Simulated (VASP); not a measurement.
Crystal: Pb.

```
Pb
1.0
     0.00000    2.45002    2.45002
     2.45002    0.00000    2.45002
     2.45002    2.45002    0.00000
Pb
1
Direct
  0.00000 0.00000 0.00000
```

```yaml
Program: VASP 6.6.1
Task: relaxation of cell and atoms
Functional: PBE
Potentials_or_basis: VASP PAW PBE potentials, release 64 (Pb_d)
Cutoff: 600 eV
k_mesh: 11 × 11 × 11
Occupations: fermi-dirac, width 0.05 eV
Spin: no spin polarisation
```

At the start: pressure 3.9 GPa; volume 29.41 Å³/atom.

Question: How do energy, volume and symmetry change on relaxing?

Answer: Over 3 steps the energy falls by 27.1 meV/atom and the volume is 31.81 Å³/atom (+8.2 %); space group Fm-3m (No. 225, to 0.05 Å).

Step by step:
```
step  energy change (eV)  largest force (eV/Å)  pressure (GPa)  volume (Å³)
   1              0.0000                0.0000            3.87        29.41
   2             -0.0251                0.0000           -0.90        32.54
   3             -0.0271                0.0000            0.02        31.81
```

Final structure:
```
Pb
1.0
     0.00000    2.51489    2.51489
     2.51489    0.00000    2.51489
     2.51489    2.51489    0.00000
Pb
1
Direct
  0.00000 0.00000 0.00000
```
